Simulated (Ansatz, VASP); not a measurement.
BeS: VASP beside Ansatz

```
CELL_PARAMETERS angstrom
0.00000 2.31730 2.31730
2.31730 0.00000 2.31730
2.31730 2.31730 0.00000
ATOMIC_POSITIONS crystal
Be 0.00000 0.00000 0.00000
S 0.50000 0.50000 0.50000
```

Alike in both runs: task single point; functional PBEsol; k mesh 5 × 5 × 5; no spin polarisation.

|  | VASP | Ansatz |
| --- | --- | --- |
| version | VASP 6.6.1 | Ansatz 0.2.0 |
| potentials or method | VASP PAW PBE potentials, release 64 (Be, S) | plane waves |
| plane-wave cutoff (eV) | 600 | 420 |
| occupations | gaussian, width 0.01 eV | fixed |
| valence electrons in the cell | 8 | 8 |

Ansatz gave:

- gap on the k mesh at the Fermi level (eV): 1.40
- pressure (GPa): -2.5

Question: Estimate VASP's values.

Answer: gap on the k mesh at the Fermi level (eV): 1.42; pressure (GPa): -2.4.

VASP's potentials were made for PBE, not for PBEsol.

The k mesh is coarse, so the values compare programs but aren't converged.
